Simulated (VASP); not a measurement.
Runs of VASP 6.6.1 on Pb. The structure is that of space group Fm-3m (No. 225), or close to it. The cells are those of the table. 

```tsv
spin	cell	k mesh	cutoff (eV)	gap on the mesh (eV)	pressure (GPa)
off	a = 3.541 Å, angles 60.0°, 1 atom	14 × 14 × 14	520	none	-1.3
non-collinear, zero start, SOC	a = 3.507 Å, angles 60.0°, 1 atom	14 × 14 × 14	500	-	0.1
off	a = 3.507 Å, angles 60.0°, 1 atom	14 × 14 × 14	520	none	(b)
off	a = 3.500 Å, angles 60.0°, 1 atom	14 × 14 × 14	520	none	(a)
off	a = 3.500 Å, angles 60.0°, 1 atom	6 × 6 × 6	500	none	1.0
```

Alike in all rows: task single point; level PBE+D3(BJ); potentials or basis VASP PAW PBE potentials, release 64 (Pb_d); smearing gaussian 0.1 eV.

Problem. Estimate the missing entries.

Solution. (a) 0.2; (b) -0.1.

Caveats: some runs use coarse meshes; spin-orbit coupling is left out, which moves the levels of the heavy elements (some runs); pairwise dispersion overbinds metals, which lowers pressure and volume (some runs).

A k mesh can miss the band edges, and rows without SOC leave out spin-orbit coupling on Pb.

A gap of «none» marks levels without a gap at the run's occupations.
